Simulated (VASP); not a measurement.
# Al3Ga13As16 (P1) in VASP: notebook

Al3Ga13As16 is run at these levels: PBEsol; tasks: relaxation of volume and atoms at fixed shape, single point.

Program: VASP 6.6.1. These are calculated values, not measurements. Logs are shortened: lines on timing, memory, paths and dates and some standing lists are left out, and cuts for length are marked.

### Step 1. The cell of the first run

The typed cell holds 64 atoms: a = 11.325 Å, b = 11.325 Å, c = 11.325 Å, α = 90.00°, β = 90.00°, γ = 90.00°.

### Step 2. Relaxation of volume and atoms at fixed shape, PBEsol

File INCAR:

```
ALGO = Normal ; EDIFF = 1E-7
EDIFFG = -0.03 ; ENCUT = 500
GGA = PS ; GGA_COMPAT = F
IBRION = 2 ; ISIF = 8
ISMEAR = -1 ; ISYM = -1
KPAR = 1 ; LASPH = T
LCHARG = F ; LREAL = Auto
LWAVE = F ; NELM = 120
NELMIN = 4 ; NSW = 100
PREC = Accurate ; SIGMA = 0.05
```

File KPOINTS:

```
explicit points
1
Reciprocal
  0.25000000   0.25000000   0.25000000 1
```

File POSCAR:

```
Al3Ga13As16
1.0
   11.3253570000      0.0000000000      0.0000000000
    0.0000000000     11.3253570000      0.0000000000
    0.0000000000      0.0000000000     11.3253570000
Ga Al As
26 6 32
Direct
    0.0006610000      0.9967880000      0.9990620000
    0.9994550000      0.0010490000      0.4975250000
    0.9969190000      0.5031800000      0.9988240000
    0.0013610000      0.5008750000      0.5000730000
    0.5020710000      0.0017440000      0.0001040000
    0.5028100000      0.0015290000      0.4980620000
    0.5005280000      0.5015700000      0.0024830000
    0.2496420000      0.2493280000      0.9985890000
    0.2502310000      0.7496810000      0.0011470000
    0.2494320000      0.7498550000      0.4999580000
    0.7478430000      0.2502030000      0.9976030000
    0.7474070000      0.2511270000      0.4994500000
    0.7454510000      0.7516890000      0.9993560000
    0.7493200000      0.7510630000      0.4988910000
    0.2502400000      0.9966500000      0.2539520000
    0.2475710000      0.5025860000      0.2515370000
    0.2458050000      0.4978540000      0.7493850000
    0.7493710000      0.0005940000      0.2498180000
    0.7502550000      0.0021950000      0.7498490000
    0.7508190000      0.5025340000      0.7495020000
    0.9988960000      0.7506230000      0.2489590000
    0.9993770000      0.7495560000      0.7483100000
    0.5000630000      0.2493260000      0.2518500000
    0.5000180000      0.2497930000      0.7545030000
    0.5051050000      0.7527310000      0.2516520000
    0.5015060000      0.7471290000      0.7493910000
    0.5022650000      0.5027910000      0.5008650000
    0.2487490000      0.2472590000      0.5007400000
    0.2478150000      0.0002650000      0.7464550000
    0.7503120000      0.4992790000      0.2500260000
    0.9984510000      0.2484240000      0.2500380000
    0.9980290000      0.2537880000      0.7500500000
    0.1257270000      0.1251180000      0.1234140000
    0.1256270000      0.1240480000      0.6242510000
    0.1268690000      0.6220610000      0.1263420000
    0.1256140000      0.6216920000      0.6262240000
    0.6240720000      0.1242290000      0.1238770000
    0.6255290000      0.1226790000      0.6243610000
    0.6261050000      0.6270160000      0.1259150000
    0.6225130000      0.6224310000      0.6248050000
    0.3737270000      0.3737760000      0.1240790000
    0.3739500000      0.3747340000      0.6240070000
    0.3739330000      0.8745910000      0.1283750000
    0.3715910000      0.8750380000      0.6234920000
    0.8756890000      0.3732170000      0.1256620000
    0.8764560000      0.3722260000      0.6262230000
    0.8738000000      0.8729670000      0.1258250000
    0.8725090000      0.8741760000      0.6270200000
    0.3742930000      0.1237570000      0.3720020000
    0.3724760000      0.1258400000      0.8757340000
    0.3756660000      0.6226530000      0.3752530000
    0.3739350000      0.6217370000      0.8764850000
    0.8753630000      0.1268860000      0.3764600000
    0.8719910000      0.1230450000      0.8751120000
    0.8756820000      0.6239540000      0.3756890000
    0.8751310000      0.6234610000      0.8784320000
    0.1256010000      0.3765780000      0.3747290000
    0.1259570000      0.3748610000      0.8767760000
    0.1253690000      0.8777300000      0.3789280000
    0.1240830000      0.8721450000      0.8735890000
    0.6258720000      0.3720670000      0.3753800000
    0.6214410000      0.3732400000      0.8753990000
    0.6290290000      0.8762640000      0.3742940000
    0.6232200000      0.8730570000      0.8771140000
```

Potentials or basis: VASP PAW PBE potentials, release 64 (Ga_d, Al, As).

Run with:

```sh
cat potpaw_PBE.64/Ga_d/POTCAR potpaw_PBE.64/Al/POTCAR potpaw_PBE.64/As/POTCAR > POTCAR
mpirun -np 4 vasp_std > vasp.out
```

OUTCAR:

```text
EDIFF = 1E-7
   EDIFFG = -0.03
   ENCUT = 500
   GGA = PS
   IBRION = 2
   ISIF = 8
   ISMEAR = -1
   ISYM = -1
   LASPH = T
   LREAL = Auto
   NELM = 120
   NELMIN = 4
   NSW = 100
   PREC = Accurate

 ion  position               nearest neighbor table
   1  0.001  0.997  0.999-  60 2.44  47 2.47  33 2.47  54 2.48
   2  0.999  0.001  0.498-  59 2.41  53 2.43  34 2.46  48 2.51
   3  0.997  0.503  0.999-  56 2.37  35 2.46  45 2.47  58 2.48
   4  0.001  0.501  0.500-  36 2.43  55 2.44  57 2.44  46 2.48
   5  0.502  0.002  0.000-  37 2.41  64 2.44  50 2.47  43 2.51
   6  0.503  0.002  0.498-  38 2.42  63 2.45  49 2.46  44 2.51
[... 56 lines left out ...]
  63  0.629  0.876  0.374-  18 2.41  25 2.42  14 2.42   6 2.45
  64  0.623  0.873  0.877-  13 2.39   5 2.44  26 2.45  19 2.51

IMPORTANT INFORMATION: All symmetrisations will be switched off!
NOSYMM: (Re-)initialisation of all symmetry stuff for point group C_1.

----------------------------------------------------------------------------------------

                                     Primitive cell

  volume of cell :    1452.6323

  direct lattice vectors                    reciprocal lattice vectors
    11.325357000  0.000000000  0.000000000     0.088297437  0.000000000  0.000000000
     0.000000000 11.325357000  0.000000000     0.000000000  0.088297437  0.000000000
     0.000000000  0.000000000 11.325357000     0.000000000  0.000000000  0.088297437

  length of vectors
    11.325357000 11.325357000 11.325357000     0.088297437  0.088297437  0.088297437

  position of ions in fractional coordinates (direct lattice)
     0.000661000  0.996788000  0.999062000
     0.999455000  0.001049000  0.497525000
     0.996919000  0.503180000  0.998824000
     0.001361000  0.500875000  0.500073000
     0.502071000  0.001744000  0.000104000
     0.502810000  0.001529000  0.498062000
[... 56 lines left out ...]
     0.629029000  0.876264000  0.374294000
     0.623220000  0.873057000  0.877114000

  ion indices of the primitive-cell ions
   primitive index   ion index
                 1           1
                 2           2
                 3           3
                 4           4
                 5           5
                 6           6
[... 56 lines left out ...]
                63          63
                64          64

----------------------------------------------------------------------------------------

 KPOINTS: explicit points

Read explicit list of k-points.
[... 44 lines left out ...]
     AMIX_MAG =   1.60;   BMIX_MAG =  1.00
  volume/ion in A,a.u.               =      22.70       153.17
  Fermi-wavevector in a.u.,A,eV,Ry     =   1.159417  2.190980 18.289587  1.344247
  Thomas-Fermi vector in A             =   2.296009
   LORBIT       =      0    0 simple, 1 ext, 2 COOP (PROOUT), +10 PAW based schemes
   GGA     = PS    functional components
   LHFCALC =     F    Hartree Fock is set to
   AEXX    =    0.0000 exact exchange contribution
   IVDW    =     0    specifies the selected vdW correction
   LEPSILON=     F    determine dielectric tensor
   LRPA    =     F    only Hartree local field effects (RPA)
 conjugate gradient relaxation of ions
 non-spin polarized calculation
  energy-cutoff  :      500.00
  volume of cell :     1452.63
 maximum number of plane-waves:     36903
 NGX is ok and might be reduce to    84
   NGX = 41   NGY = 41   NGZ = 41

--------------------------------------- Ionic step        1  -------------------------------------------

 number of electron     516.0000134 magnetization

 Free energy of the ion-electron system (eV)
  ---------------------------------------------------
  ext. energy  EPLUGINS =         0.00000000
  ---------------------------------------------------
  free energy    TOTEN  =      -296.11477509 eV

  energy without entropy =     -296.11477162  energy(sigma->0) =     -296.11477336

------------------------ aborting loop because EDIFF is reached ----------------------------------------

  FORCE on cell =-STRESS in cart. coord.  units (eV):
  Direction    XX          YY          ZZ          XY          YZ          ZX
  --------------------------------------------------------------------------------------
  -------------------------------------------------------------------------------------
  Total        2.3148652      2.4243392      2.4835609     -8.3956316     -7.4040519     -3.0794645
  in kB        2.5531750      2.6739191      2.7392376     -9.2599418     -8.1662812     -3.3964879
  external PRESSURE =       2.6554439 kB  Pullay stress =       0.0000000 kB
[... 275 lines left out ...]
  FREE ENERGIE OF THE ION-ELECTRON SYSTEM (eV)
  ---------------------------------------------------
  free  energy   TOTEN  =      -296.5535182032 eV

  energy  without entropy=     -296.5535147411  energy(sigma->0) =     -296.55351647

[... ionic steps 4 to 7 ...]

--------------------------------------- Ionic step        8  -------------------------------------------

 number of electron     516.0000426 magnetization

------------------------ aborting loop because EDIFF is reached ----------------------------------------
[... 191 lines left out ...]
--------------------------------------- Ionic step       10  -------------------------------------------

 number of electron     516.0000464 magnetization

 Free energy of the ion-electron system (eV)
  ---------------------------------------------------
  ext. energy  EPLUGINS =         0.00000000
  ---------------------------------------------------
  free energy    TOTEN  =      -296.58609717 eV

  energy without entropy =     -296.58609418  energy(sigma->0) =     -296.58609568

 E-fermi :   4.2596     XC(G=0):  -9.6376

 val. band max:        3.5337052670   @ k =   0.2500   0.2500   0.2500
 cond. band min:       4.9512479621   @ k =   0.2500   0.2500   0.2500
 fundamental gap:      1.4175426951
 Fermi energy:         4.2596051990

 k-point     1 :       0.2500    0.2500    0.2500
  band No.  band energies     occupation
      1     -11.0376      2.00000
      2     -11.0363      2.00000
      3     -11.0347      2.00000
      4     -11.0322      2.00000
      5     -11.0296      2.00000
      6     -11.0272      2.00000
[... 262 lines left out ...]
    269       5.9003      0.00000
    270       6.0611      0.00000
 [bands above 270 left out]

------------------------ aborting loop because EDIFF is reached ----------------------------------------

  FORCE on cell =-STRESS in cart. coord.  units (eV):
  Direction    XX          YY          ZZ          XY          YZ          ZX
  --------------------------------------------------------------------------------------
  -------------------------------------------------------------------------------------
  Total        0.2855076      0.2462552      0.2709045     -6.9182691     -6.8678792     -6.8955452
  in kB        0.3142712      0.2710643      0.2981969     -7.6152529     -7.5597865     -7.5902397
  external PRESSURE =       0.2945108 kB  Pullay stress =       0.0000000 kB
[... 79 lines left out ...]
  FREE ENERGIE OF THE ION-ELECTRON SYSTEM (eV)
  ---------------------------------------------------
  free  energy   TOTEN  =      -296.5860971683 eV

  energy  without entropy=     -296.5860941818  energy(sigma->0) =     -296.58609568

 reached required accuracy - stopping structural energy minimisation
```

It took 28 min on 4 MPI ranks of Intel Xeon Platinum 8488C (Sapphire Rapids), shared host; peak memory 0.55 GiB.

What came out:

```yaml
Free_energy: -296.5861 eV
Relaxed_volume: 22.74 Å³/atom
Relaxed_cell: a = 11.333 Å, b = 11.333 Å, c = 11.333 Å, α = 90.00°, β = 90.00°, γ = 90.00°
Space_group_after_relaxing_to_0.1_Å: P1 (No. 1)
Energy_gained_by_relaxing: 7.4 meV/atom
Ionic_steps: 10
Pressure_after_relaxing: 0.0 GPa
Largest_force_after_relaxing: 0.024 eV/Å
Band_gap_on_the_k_mesh: 1.42 eV
```

Forces on the atoms (eV/Å):
```
Ga  -0.014  0.006  0.010
Ga  -0.009 -0.008  0.005
Ga   0.001 -0.008 -0.014
Ga   0.001  0.007  0.008
Ga   0.002 -0.004  0.000
Ga  -0.002 -0.001 -0.004
Ga  -0.002 -0.001  0.005
Ga   0.010  0.017 -0.008
Ga  -0.002  0.005 -0.001
Ga  -0.006 -0.003  0.000
Ga   0.014 -0.004  0.017
Ga   0.010 -0.005 -0.006
Ga   0.011 -0.003  0.010
Ga   0.000  0.011  0.005
Ga   0.009  0.015  0.001
Ga   0.003 -0.004 -0.008
Ga  -0.006  0.008 -0.007
Ga  -0.003 -0.013  0.019
Ga   0.008 -0.010 -0.006
Ga   0.004  0.002 -0.008
Ga  -0.007  0.002  0.005
Ga  -0.008  0.003 -0.004
Ga  -0.001  0.002 -0.002
Ga   0.000 -0.006 -0.014
Ga  -0.005 -0.007 -0.008
Ga   0.009  0.010  0.001
Al  -0.008 -0.003 -0.001
Al  -0.001  0.005 -0.005
Al   0.007  0.009  0.008
Al  -0.014  0.003 -0.007
Al  -0.013  0.006  0.010
Al  -0.002  0.003 -0.013
As   0.012  0.012  0.013
As   0.003  0.001  0.003
As  -0.008 -0.012 -0.004
As  -0.004 -0.005  0.003
As   0.002 -0.001  0.013
As   0.003  0.003 -0.005
As  -0.010  0.004 -0.007
As  -0.004 -0.005 -0.013
As   0.007 -0.006  0.001
As  -0.011 -0.002  0.007
As   0.007  0.001 -0.002
As   0.006  0.008  0.003
As   0.000  0.009 -0.005
As   0.014 -0.005  0.000
As  -0.015  0.004  0.010
As   0.011 -0.001 -0.012
As   0.003  0.001  0.007
As   0.002  0.008  0.006
As  -0.006  0.003 -0.002
As  -0.002 -0.003  0.000
As  -0.010 -0.018 -0.001
As   0.003  0.010 -0.002
As  -0.007 -0.003 -0.002
As   0.018 -0.007  0.004
As  -0.006  0.001  0.008
As   0.003 -0.003 -0.009
As   0.000  0.000 -0.009
As  -0.002  0.001 -0.001
As  -0.004 -0.011  0.002
As   0.005 -0.003  0.002
As  -0.010 -0.008 -0.005
As   0.020 -0.005  0.013
```

Stress tensor (GPa, compression positive):
```
 0.03 -0.76 -0.76
-0.76  0.03 -0.76
-0.76 -0.76  0.03
```

Step by step:
```
step  energy change (eV)  largest force (eV/Å)  pressure (GPa)  volume (Å³)
   1              0.0000                0.8470            0.27      1452.63
   2             -0.4301                0.1990           -0.21      1460.56
   3             -0.4387                0.1729           -0.27      1461.88
   4             -0.4583                0.0776            0.11      1453.82
   5             -0.4584                0.0697            0.15      1453.10
   6             -0.4643                0.0537            0.02      1455.68
   7             -0.4649                0.0646           -0.03      1456.81
   8             -0.4677                0.0404           -0.03      1456.69
   9             -0.4695                0.0453           -0.02      1456.50
  10             -0.4713                0.0243            0.03      1455.54
```

Final structure:
```
CELL_PARAMETERS angstrom
11.33290 0.00000 0.00000
0.00000 11.33290 0.00000
0.00000 0.00000 11.33290
ATOMIC_POSITIONS crystal
Ga 0.00019 0.99880 0.99984
Ga 0.99896 0.99965 0.50036
Ga 0.99983 0.50078 0.00044
Ga 0.00007 0.49990 0.50015
Ga 0.49909 0.00018 0.00030
Ga 0.50053 0.99978 0.49996
Ga 0.49969 0.50030 0.00069
Ga 0.24976 0.24962 0.00057
Ga 0.25015 0.74929 0.00043
Ga 0.24981 0.74950 0.50014
Ga 0.74919 0.25002 0.99933
Ga 0.74925 0.25002 0.50091
Ga 0.74898 0.75062 0.99982
Ga 0.75035 0.74978 0.50043
Ga 0.24984 0.99863 0.25033
Ga 0.25002 0.50057 0.25030
Ga 0.24962 0.49909 0.75092
Ga 0.75033 0.00073 0.24965
Ga 0.74898 0.99955 0.75067
Ga 0.74934 0.50035 0.75046
Ga 0.99986 0.74999 0.25049
Ga 0.99961 0.74912 0.75026
Ga 0.49971 0.24943 0.24993
Ga 0.49944 0.24988 0.75119
Ga 0.50044 0.75074 0.25075
Ga 0.49946 0.74916 0.75004
Al 0.49931 0.49921 0.50038
Al 0.24937 0.24924 0.49978
Al 0.24914 0.99874 0.74922
Al 0.75001 0.49906 0.24981
Al 0.00001 0.24937 0.24913
Al 0.99870 0.24950 0.75043
As 0.12526 0.12353 0.12490
As 0.12419 0.12487 0.62528
As 0.12484 0.62519 0.12554
As 0.12499 0.62425 0.62539
As 0.62451 0.12495 0.12449
As 0.62438 0.12495 0.62587
As 0.62489 0.62541 0.12558
As 0.62456 0.62478 0.62492
As 0.37443 0.37483 0.12532
As 0.37432 0.37408 0.62556
As 0.37484 0.87437 0.12530
As 0.37534 0.87430 0.62453
As 0.87499 0.37457 0.12428
As 0.87424 0.37559 0.62536
As 0.87489 0.87464 0.12504
As 0.87438 0.87464 0.62578
As 0.37502 0.12409 0.37473
As 0.37385 0.12431 0.87485
As 0.37511 0.62536 0.37502
As 0.37450 0.62426 0.87506
As 0.87467 0.12548 0.37568
As 0.87420 0.12391 0.87573
As 0.87488 0.62455 0.37511
As 0.87403 0.62507 0.87531
As 0.12477 0.37495 0.37445
As 0.12402 0.37459 0.87578
As 0.12428 0.87465 0.37574
As 0.12487 0.87367 0.87522
As 0.62470 0.37439 0.37525
As 0.62420 0.37520 0.87507
As 0.62609 0.87542 0.37514
As 0.62332 0.87486 0.87488
```

Caveat: the PAW data sets were made with another functional, which shifts forces and pressure a little; a shifted mesh leaves out Γ, where band edges can lie. A k mesh can miss the band edges.

[end of part 1 of 2]
